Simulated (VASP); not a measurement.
# Au: single point with PBE

Crystal: Au.

```xyz
1
Lattice="-1.6573 1.6573 1.6573 1.6573 -1.6573 1.6573 1.6573 1.6573 -1.6573" Properties=species:S:1:pos:R:3 pbc="T T T"
Au    0.0000    0.0000    0.0000
```

```
Program                : VASP 6.6.1
Task                   : single point
Functional             : PBE
Potentials or basis    : VASP PAW PBE potentials, release 64 (Au)
Cutoff                 : 520 eV
k mesh                 : 11 × 11 × 11
Occupations            : gaussian, width 0.028 eV
Spin                   : no spin polarisation
Dipole correction      : no
Further INCAR settings : ALGO = Normal; EDIFF = 1e-06; NBANDS = 12
```

The pressure is -1.1 GPa.

Levels at points of the mesh, in eV from the Fermi level:
```tsv
k point	band 4	band 5	band 6	band 7	band 8	band 9
(0.00, 0.00, 0.00)	-4.40	-2.67	-2.67	16.60	16.60	16.60
```

Run time: 7 s on 1 thread of Intel(R) Xeon(R) Platinum 8259CL CPU @ 2.50GHz (Skylake/Cascade Lake), with other jobs on the host, peak memory 0.14 GiB.

Caveat: spin-orbit coupling is left out, which moves the levels of the heavy elements.
